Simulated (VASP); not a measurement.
Pt, 4 atoms in the cell. The structure is cubic, space group Im-3m (No. 229). Conventional cell: a = 3.163 Å, b = 3.163 Å, c = 3.163 Å, α = 90.00°, β = 90.00°, γ = 90.00°. Within 3.6 Å of Pt (site symmetry m-3m) lie 14 Pt at 2.74 to 3.16 Å. 

| Property | Result |
| --- | --- |
| Program | VASP 6.6.1 |
| Task | single point |
| Functional | PBE |
| Potentials or basis | VASP PAW PBE potentials, release 64 (Pt) |
| Cutoff | 520 eV |
| k mesh | 10 × 10 × 10 |
| Occupations | gaussian, width 0.15 eV |
| Spin | no spin polarisation |
| Dipole correction | no |
| Further INCAR settings | ALGO = Normal; EDIFF = 1e-06; NBANDS = 28 |

Potentials or basis: VASP PAW PBE potentials, release 64 (Pt).

Command:

```sh
$ cat potpaw_PBE.64/Pt/POTCAR > POTCAR
$ mpirun -np 1 vasp_std > vasp.out
```

Hardware: 1 thread of Intel Xeon 6975P-C (shared host).

Problem. How long does it take, and how much memory?

Solution. Run time: 62 s on 1 thread of Intel Xeon 6975P-C, on a shared host, peak memory 0.23 GiB. Counts: scf iterations 11, k points 47.
